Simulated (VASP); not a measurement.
Write the native input for VASP 6.6.1 that does the following.

```yaml
Task: single point
Functional: r2SCAN
Potentials_or_basis: VASP PAW PBE potentials, release 64 (B, As)
Cutoff: 520 eV
k_mesh: 13 × 13 × 13
Occupations: fermi-dirac, width 0.05 eV
Spin: no spin polarisation
Dipole_correction: no
Further_INCAR_settings: ALGO = Normal; EDIFF = 1e-06; NBANDS = 11
```

The system is BAs.

```xyz
2
Lattice="0.0000 1.8958 1.8958 1.8958 0.0000 1.8958 1.8958 1.8958 0.0000" Properties=species:S:1:pos:R:3 pbc="T T T"
B     0.0000    0.0000    0.0000
As    0.9479    0.9479    0.9479
```

One way to write it, as run:

POSCAR

```
BAs
1.0
    0.0000000000      1.8957537063      1.8957537063
    1.8957537063      0.0000000000      1.8957537063
    1.8957537063      1.8957537063      0.0000000000
B As
1 1
Direct
    0.0000000000      0.0000000000      0.0000000000
    0.2500000000      0.2500000000      0.2500000000
```

INCAR.step1

```
SYSTEM = BAs
  ALGO = Normal
  EDIFF = 1E-4
  ENCUT = 520
  GGA = PE
  ISMEAR = -1
  LASPH = .True.
  LCHARG = .False.
  LREAL = .False.
  LWAVE = .True.
  NBANDS = 11
  NELM = 60
  PREC = Accurate
  SIGMA = 0.05
```

INCAR.step2

```
SYSTEM = BAs
  ALGO = Normal
  EDIFF = 1E-6
  ENCUT = 520
  ISIF = 2
  ISMEAR = -1
  ISTART = 1
  LASPH = .True.
  LCHARG = .False.
  LMIXTAU = .True.
  LREAL = .False.
  LWAVE = .False.
  METAGGA = R2SCAN
  NBANDS = 11
  NELM = 60
  PREC = Accurate
  SIGMA = 0.05
```

KPOINTS

```
k-points
0
Gamma
  13 13 13
  0 0 0
```

Potentials or basis: VASP PAW PBE potentials, release 64 (B, As).

Run with:

```bash
$ cat potpaw_PBE.64/B/POTCAR potpaw_PBE.64/As/POTCAR > POTCAR
$ cp INCAR.step1 INCAR
$ mpirun -np 1 vasp_std > vasp.out
$ cp INCAR.step2 INCAR
$ mpirun -np 1 vasp_std > vasp.out
```

Results of the run:

```
Pressure               : 390.1 GPa
Band gap on the k mesh : 0.52 eV, indirect (least direct gap 5.10 eV)
```

Caveat: the PAW data sets were made with another functional, which shifts forces and pressure a little.

Run time: 30 s on 1 thread of AMD EPYC 9R45 96-Core Processor (Zen 5) (shared host), peak memory 0.11 GiB.
